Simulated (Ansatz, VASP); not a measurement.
# Fe: VASP beside Ansatz

```
CELL_PARAMETERS angstrom
0.00000 1.94174 1.96511
1.49844 0.00000 1.96511
1.49844 1.94174 0.00000
ATOMIC_POSITIONS crystal
Fe 0.00000 0.00000 0.00000
```

Alike in both runs: task relaxation of cell and atoms; functional PBEsol; k mesh 9 × 9 × 9; occupations fermi-dirac, width 0.15 eV; collinear spin.

```csv
,VASP,Ansatz
version,VASP 6.6.1,Ansatz 0.2.0
potentials or method,"VASP PAW PBE potentials, release 64 (Fe), cutoff 600 eV","plane waves, PAW"
valence electrons in the cell,8,16
```

VASP gave:

* net moment per atom (μB): 2.09
* size of the moment on the site where the two differ most (μB): 2.07
* relaxed volume (Å³/atom): 10.81
* relaxed length of the cell vector where the two differ most in proportion (Å): 2.785

**Question.** Estimate Ansatz's values.

**Answer.** net moment per atom (μB): 2.08; size of the moment on the site where the two differ most (μB): 2.10; relaxed volume (Å³/atom): 10.82; relaxed length of the cell vector where the two differ most in proportion (Å): 2.786.

VASP's potentials were made for PBE, not for PBEsol. Site moments also hang on the region over which each program counts them. VASP's potentials hold 8 valence electrons a cell and Ansatz's 16, so a difference there can come from the potentials and not from the codes. Ansatz's warnings: force scf threshold loose, given moment on shells, stress scf threshold loose.
